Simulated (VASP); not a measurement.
TiSi2:

```xyz
6
Lattice="0.0000 4.0899 4.2343 2.3735 0.0000 4.2343 2.3735 4.0899 0.0000" Properties=species:S:1:pos:R:3 pbc="T T T"
Ti    3.5602    6.1348    6.3514
Ti    2.3735    4.0899    4.2343
Si    1.1867    3.3747    2.1171
Si    1.1867    0.7152    2.1171
Si    2.3735    1.3297    4.2343
Si    2.3735    6.8500    4.2343
```

This cell differs from its parent crystal: volume scaled by 0.98.

Base run:

```yaml
Program: VASP 6.6.1
Functional: PBEsol
Potentials_or_basis: VASP PAW PBE potentials, release 64 (Ti_sv, Si)
Cutoff: 520 eV
k_mesh: 7 × 7 × 7
Occupations: fermi-dirac, width 0.05 eV
Spin: no spin polarisation
```

Its results: band gap on the k mesh zero (band 20 reaches 11.06 eV, above the bottom of band 21 at 9.22 eV); pressure 1.3 GPa; largest force 0.062 eV/Å.

The run is repeated on the same cell with these changes: functional from PBEsol to PBE. What comes out?

Band gap on the k mesh zero (band 20 reaches 11.15 eV, above the bottom of band 21 at 9.31 eV); pressure 5.2 GPa; largest force 0.032 eV/Å.

PBE binds less tightly than PBEsol, so the same cell stands under more pressure.

Caveats: the PAW data sets were made with another functional, which shifts forces and pressure a little (some runs).
